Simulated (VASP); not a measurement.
# Pd (Fm-3m) in VASP: settings compared

Pd is run at these levels: LDA, PBE; tasks: single point.

Everything below comes from runs of VASP 6.6.1. Logs are shortened: lines on timing, memory, paths and dates and some standing lists are left out, and cuts for length are marked.

### 1 The cell of the first run

It takes space group Fm-3m (No. 225, cubic). The conventional cell has a = 3.944 Å, b = 3.944 Å, c = 3.944 Å, α = 90.00°, β = 90.00°, γ = 90.00°. Within 3.7 Å of Pd (site symmetry m-3m) lie 12 Pd at 2.79 Å.

### 2 Single point, LDA (volume scaled by 1.04)

Contents of INCAR:

```
PREC = Accurate
ENCUT = 520
EDIFF = 1E-6
ISMEAR = -1
SIGMA = 0.05
LREAL = F
LASPH = T
NELM = 100
ALGO = Fast
ISIF = 2
LWAVE = F
LCHARG = F
NBANDS = 11
```

Contents of KPOINTS:

```
Automatic mesh
0
Gamma
  12 12 12
```

Contents of POSCAR:

```
Pd
1.0
    0.0000000000      1.9721147795      1.9721147795
    1.9721147795      0.0000000000      1.9721147795
    1.9721147795      1.9721147795      0.0000000000
Pd
1
Direct
    0.0000000000      0.0000000000      0.0000000000
```

Potentials or basis: VASP PAW LDA potentials, release 64 (Pd).

Command:

```
> cat potpaw_LDA.64/Pd/POTCAR > POTCAR
> mpirun -np 1 vasp_std > vasp.out
```

OUTCAR:

```text
PREC = Accurate
   ENCUT = 520
   EDIFF = 1E-6
   ISMEAR = -1
   LREAL = F
   LASPH = T
   NELM = 100
   ISIF = 2

 ion  position               nearest neighbor table
   1  0.000  0.000  0.000-

  LATTYP: Found a face centered cubic cell.
 ALAT       =     3.9442295590

  Lattice vectors:

 A1 = (   0.0000000000,   1.9721147795,   1.9721147795)
 A2 = (   1.9721147795,   0.0000000000,   1.9721147795)
 A3 = (   1.9721147795,   1.9721147795,   0.0000000000)

Analysis of symmetry for initial positions (statically):
[... 33 lines left out ...]
                                     Primitive cell

  volume of cell :      15.3400

  direct lattice vectors                    reciprocal lattice vectors
     0.000000000  1.972114780  1.972114780    -0.253534939  0.253534939  0.253534939
     1.972114780  0.000000000  1.972114780     0.253534939 -0.253534939  0.253534939
     1.972114780  1.972114780  0.000000000     0.253534939  0.253534939 -0.253534939

  length of vectors
     2.788991468  2.788991468  2.788991468     0.439135396  0.439135396  0.439135396

  position of ions in fractional coordinates (direct lattice)
     0.000000000  0.000000000  0.000000000

  ion indices of the primitive-cell ions
   primitive index   ion index
                 1           1

----------------------------------------------------------------------------------------

 KPOINTS: Automatic mesh

Automatic generation of k-mesh.
 Grid dimensions read from file:
 generate k-points for:   12   12   12

 Generating k-lattice:

  Cartesian coordinates                     Fractional coordinates (reciprocal lattice)
    -0.021127912  0.021127912  0.021127912     0.083333333  0.000000000  0.000000000
     0.021127912 -0.021127912  0.021127912     0.000000000  0.083333333  0.000000000
     0.021127912  0.021127912 -0.021127912     0.000000000  0.000000000  0.083333333

  Length of vectors
     0.036594616  0.036594616  0.036594616

  Shift w.r.t. Gamma in fractional coordinates (k-lattice)
     0.000000000  0.000000000  0.000000000

 Subroutine IBZKPT returns following result:
 ===========================================

 Found     72 irreducible k-points:

 Following reciprocal coordinates:
            Coordinates               Weight
  0.000000  0.000000  0.000000      1.000000
  0.083333  0.000000  0.000000      8.000000
  0.166667  0.000000  0.000000      8.000000
  0.250000  0.000000  0.000000      8.000000
  0.333333  0.000000  0.000000      8.000000
  0.416667  0.000000  0.000000      8.000000
[... 36 lines left out ...]
   NELM   =    100;   NELMIN=  2; NELMDL= -5     # of ELM steps
   EDIFF  = 0.1E-05   stopping-criterion for ELM
   LREAL  =      F    real-space projection
   EDIFFG = 0.1E-04   stopping-criterion for IOM
   NSW    =      0    number of steps for IOM
   IBRION =     -1    ionic relax: 0-MD 1-quasi-New 2-CG
   NFREE  =      0    steps in history (QN), initial steepest desc. (CG)
   ISIF   =      2    stress and relaxation
   ISYM   =      2    0-nonsym 1-usesym 2-fastsym
   POTIM  = 0.5000    time-step for ionic-motion
   TEBEG  =    0.0;   TEEND  =   0.0 temperature during run
   PSTRESS=    0.0 pullay stress
   NELECT =      10.0000    total number of electrons
   NUPDOWN=      -1.0000    fix difference up-down
   EMIN   =  10.00;   EMAX   =-10.00  energy-range for DOS
   EFERMI =   0.00;   METHOD = LEGACY
   ISMEAR =    -1;   SIGMA  =   0.05  broadening in eV -4-tet -1-fermi 0-gaus
   EFERMI_NEDOS =   21; number of points for ismear=-14 and -15
   IALGO  =     68    algorithm
   IMIX   =      4    mixing-type and parameters
     AMIX     =   0.40;   BMIX     =  1.00
     AMIX_MAG =   1.60;   BMIX_MAG =  1.00
  volume/ion in A,a.u.               =      15.34       103.52
  Fermi-wavevector in a.u.,A,eV,Ry     =   1.419491  2.682449 27.415123  2.014955
  Thomas-Fermi vector in A             =   2.540506
   LORBIT       =      0    0 simple, 1 ext, 2 COOP (PROOUT), +10 PAW based schemes
   GGA     = CA    functional components
   LHFCALC =     F    Hartree Fock is set to
   AEXX    =    0.0000 exact exchange contribution
   IVDW    =     0    specifies the selected vdW correction
   LEPSILON=     F    determine dielectric tensor
   LRPA    =     F    only Hartree local field effects (RPA)
 non-spin polarized calculation
 RMM-DIIS sequential band-by-band and
  energy-cutoff  :      520.00
  volume of cell :       15.34
 maximum number of plane-waves:       432
 NGX is ok and might be reduce to    24
   NGX = 11   NGY = 11   NGZ = 11

 number of electron      10.0000000 magnetization

 Free energy of the ion-electron system (eV)
  ---------------------------------------------------
  ext. energy  EPLUGINS =         0.00000000
  ---------------------------------------------------
  free energy    TOTEN  =        -6.45085391 eV

  energy without entropy =       -6.43024879  energy(sigma->0) =       -6.44055135

 E-fermi :   8.9054     XC(G=0): -13.2803

 val. band max:        8.9031911569   @ k =   0.4167   0.4167   0.0000
 cond. band min:       8.9116960504   @ k =   0.5000   0.0833   0.0000
 fundamental gap:      0.0085048935
 Fermi energy:         8.9053588183

 k-point     1 :       0.0000    0.0000    0.0000
  band No.  band energies     occupation
      1       1.9974      2.00000
      2       6.2273      2.00000
      3       6.2273      2.00000
      4       6.2273      2.00000
      5       7.7730      2.00000
      6       7.7730      2.00000
      7      26.0459      0.00000
      8      30.5384      0.00000
      9      30.5384      0.00000
     10      30.5384      0.00000
     11      35.8242      0.00000
[... 309 lines left out ...]
 k-point    24 :      -0.4167    0.1667    0.0000
  band No.  band energies     occupation
      1       4.4585      2.00000
      2       5.7992      2.00000
      3       6.7087      2.00000
      4       7.1011      2.00000
      5       8.6868      1.97504
      6      12.4315      0.00000
      7      16.1566      0.00000
      8      24.4238      0.00000
      9      27.4439      0.00000
     10      28.2452      0.00000
     11      36.1860      0.00000

 [... further k-points ...]
[... 5 lines left out ...]
  --------------------------------------------------------------------------------------
  -------------------------------------------------------------------------------------
  Total       -1.4048181     -1.4048181     -1.4048181     -0.0000000     -0.0000000     -0.0000000
  in kB     -146.7250038   -146.7250038   -146.7250038     -0.0000000     -0.0000000     -0.0000000
  external PRESSURE =    -146.7250038 kB  Pullay stress =       0.0000000 kB

 VOLUME and BASIS-vectors are now :
 -----------------------------------------------------------------------------
  energy-cutoff  :      520.00
  volume of cell :       15.34
      direct lattice vectors                 reciprocal lattice vectors
     0.000000000  1.972114780  1.972114780    -0.253534939  0.253534939  0.253534939
     1.972114780  0.000000000  1.972114780     0.253534939 -0.253534939  0.253534939
     1.972114780  1.972114780  0.000000000     0.253534939  0.253534939 -0.253534939

 POSITION                                       TOTAL-FORCE (eV/Angst)
 -----------------------------------------------------------------------------------
      0.00000      0.00000      0.00000         0.000000      0.000000      0.000000
 -----------------------------------------------------------------------------------
    total drift:                               -0.000000      0.000000      0.000000

  FREE ENERGIE OF THE ION-ELECTRON SYSTEM (eV)
  ---------------------------------------------------
  free  energy   TOTEN  =        -6.4508539146 eV

  energy  without entropy=       -6.4302487917  energy(sigma->0) =       -6.44055135
```

OSZICAR:

```text
N       E                     dE             d eps       ncg     rms          rms(c)
DAV:   1     0.403881698535E+02    0.40388E+02   -0.51362E+03  1584   0.855E+02
DAV:   2    -0.625921724191E+01   -0.46647E+02   -0.45284E+02  1754   0.178E+02
DAV:   3    -0.678699206069E+01   -0.52777E+00   -0.52535E+00  1903   0.207E+01
DAV:   4    -0.678918559726E+01   -0.21935E-02   -0.21931E-02  1922   0.141E+00
DAV:   5    -0.678920932434E+01   -0.23727E-04   -0.23726E-04  2088   0.133E-01    0.729E+00
RMM:   6    -0.646553736038E+01    0.32367E+00   -0.47577E-01  1654   0.625E+00    0.336E+00
RMM:   7    -0.645529955048E+01    0.10238E-01   -0.67881E-03  1882   0.936E-01    0.184E+00
RMM:   8    -0.645084170447E+01    0.44578E-02   -0.10050E-03  1898   0.338E-01    0.684E-02
RMM:   9    -0.645084859029E+01   -0.68858E-05   -0.14053E-04  2085   0.898E-02    0.227E-02
RMM:  10    -0.645085256310E+01   -0.39728E-05   -0.33712E-05  2061   0.403E-02    0.148E-02
RMM:  11    -0.645085457506E+01   -0.20120E-05   -0.79366E-06  1872   0.192E-02    0.107E-02
RMM:  12    -0.645085391458E+01    0.66048E-06   -0.34419E-06  1611   0.155E-02
   1 F= -.64508539E+01 E0= -.64405514E+01  d E =-.206051E-01
```

stdout:

```text
POSCAR found type information on POSCAR Pd
 POSCAR found :  1 types and       1 ions
 scaLAPACK will be used
 LDA part: xc-table for (Slater(with rela. corr.)+CA(PZ))
 , standard interpolation
 POSCAR, INCAR and KPOINTS ok, starting setup
 FFT: planning ... GRIDC
 FFT: planning ... GRID_SOFT
 FFT: planning ... GRID
 WAVECAR not read
 entering main loop
```

It took 4.5 s on 1 thread of Intel Xeon 6975P-C (Granite Rapids), shared host; peak memory 0.13 GiB.

Results:

| Property | Result |
| --- | --- |
| Free energy | -6.4509 eV |
| Pressure | -14.7 GPa |
| Band gap on the k mesh | zero (band 5 reaches 9.19 eV, above the bottom of band 6 at 7.71 eV) |

Levels at points of the mesh, in eV from the Fermi level:
| k point | band 2 | band 3 | band 4 | band 5 | band 6 | band 7 | band 8 | band 9 |
| --- | --- | --- | --- | --- | --- | --- | --- | --- |
| (0.00, 0.00, 0.00) | -2.68 | -2.68 | -2.68 | -1.13 | -1.13 | 17.14 | 21.63 | 21.63 |
| (0.50, 0.00, 0.00) | -2.71 | -2.71 | 0.00 | 0.00 | 1.06 | 6.96 | 16.50 | 20.56 |
| (0.50, 0.50, 0.00) | -4.82 | -0.02 | 0.28 | 0.28 | 3.28 | 10.33 | 12.88 | 12.88 |

Caveat: the cell differs from its parent crystal (volume scaled by 1.04).

### 3 Single point, LDA (volume scaled by 1.06)

Contents of INCAR:

```
ALGO = Fast
EDIFF = 1E-6
ENCUT = 520
ISIF = 2
ISMEAR = -1
LASPH = T
LCHARG = F
LREAL = F
LWAVE = F
NBANDS = 11
NELM = 60
PREC = Accurate
SIGMA = 0.05
```

Contents of KPOINTS:

```
k-points
0
Gamma
  12 12 12
```

Contents of POSCAR:

```
Pd
1.0
    0.0000000000      1.9846763588      1.9846763588
    1.9846763588      0.0000000000      1.9846763588
    1.9846763588      1.9846763588      0.0000000000
Pd
1
Direct
    0.0000000000      0.0000000000      0.0000000000
```

Potentials or basis: VASP PAW LDA potentials, release 64 (Pd).

Command:

```
> cat potpaw_LDA.64/Pd/POTCAR > POTCAR
> mpirun -np 1 vasp_std > vasp.out
```

Run time: 4.6 s. Hardware: 1 thread of Intel Xeon 6975P-C (Granite Rapids), shared host; peak memory 0.13 GiB.

It converged, with:

```
Free energy            : -6.4216 eV
Pressure               : -17.2 GPa
Band gap on the k mesh : zero (band 5 reaches 8.87 eV, above the bottom of band 6 at 7.44 eV)
```

Levels at points of the mesh, in eV from the Fermi level:
| k point | band 2 | band 3 | band 4 | band 5 | band 6 | band 7 | band 8 | band 9 |
| --- | --- | --- | --- | --- | --- | --- | --- | --- |
| (0.00, 0.00, 0.00) | -2.60 | -2.60 | -2.60 | -1.10 | -1.10 | 17.12 | 21.51 | 21.51 |
| (0.50, 0.00, 0.00) | -2.62 | -2.62 | -0.01 | -0.01 | 1.10 | 6.82 | 16.48 | 20.37 |
| (0.50, 0.50, 0.00) | -4.68 | -0.02 | 0.27 | 0.27 | 3.28 | 10.14 | 12.77 | 12.77 |

Caveat: the cell differs from its parent crystal (volume scaled by 1.06).

### 4 Single point, PBE

This run uses another cell than the first one, of 14.75 Å³/atom, 0.962 times its volume.

Contents of INCAR:

```
  ALGO = Fast
  EDIFF = 1E-6
  ENCUT = 520
  GGA = PE
  ISIF = 2
  ISMEAR = 0
  LASPH = True
  LCHARG = False
  LREAL = False
  LWAVE = False
  NBANDS = 11
  NELM = 80
  PREC = Accurate
  SIGMA = 0.025
```

KPOINTS is that of step 3.

Contents of POSCAR:

```
Pd
1.0
    0.0000000000      1.9465000000      1.9465000000
    1.9465000000      0.0000000000      1.9465000000
    1.9465000000      1.9465000000      0.0000000000
Pd
1
Direct
    0.0000000000      0.0000000000      0.0000000000
```

Potentials or basis: VASP PAW PBE potentials, release 64 (Pd).

Command:

```
> cat potpaw_PBE.64/Pd/POTCAR > POTCAR
> mpirun -np 1 vasp_std > vasp.out
```

Wall time 9.2 s (1 thread of AMD EPYC 7R43 (Zen 3), shared host); peak memory 0.09 GiB.

The run converged. Its results:

| Item | Value |
| --- | --- |
| Free energy | -5.2083 eV |
| Pressure | 6.7 GPa |
| Band gap on the k mesh | zero (band 5 reaches 10.06 eV, above the bottom of band 6 at 8.48 eV) |

Levels at points of the mesh, in eV from the Fermi level:
```tsv
k point	band 2	band 3	band 4	band 5	band 6	band 7	band 8	band 9
(0.00, 0.00, 0.00)	-2.81	-2.81	-2.81	-1.20	-1.20	17.23	22.01	22.01
(0.50, 0.00, 0.00)	-2.86	-2.86	0.00	0.00	1.05	7.35	16.59	21.14
(0.50, 0.50, 0.00)	-5.08	-0.03	0.31	0.31	3.39	10.81	13.25	13.25
```

### 5 Overview

| level | potentials or basis | cell | smearing | gap on the mesh (eV) | pressure (GPa) |
| --- | --- | --- | --- | --- | --- |
| LDA | VASP PAW LDA potentials, release 64 (Pd) | a = 2.789 Å, angles 60.0°, 1 atom | fermi-dirac 0.05 eV | none | -14.7 |
| LDA | VASP PAW LDA potentials, release 64 (Pd) | a = 2.807 Å, angles 60.0°, 1 atom | fermi-dirac 0.05 eV | none | -17.2 |
| PBE | VASP PAW PBE potentials, release 64 (Pd) | a = 2.753 Å, angles 60.0°, 1 atom | gaussian 0.025 eV | none | 6.7 |

Alike in all rows: task single point; no spin polarisation; k mesh 12 × 12 × 12; cutoff (eV) 520.

Total energies depend on the potentials used, so only differences within one code and one set of settings carry meaning.
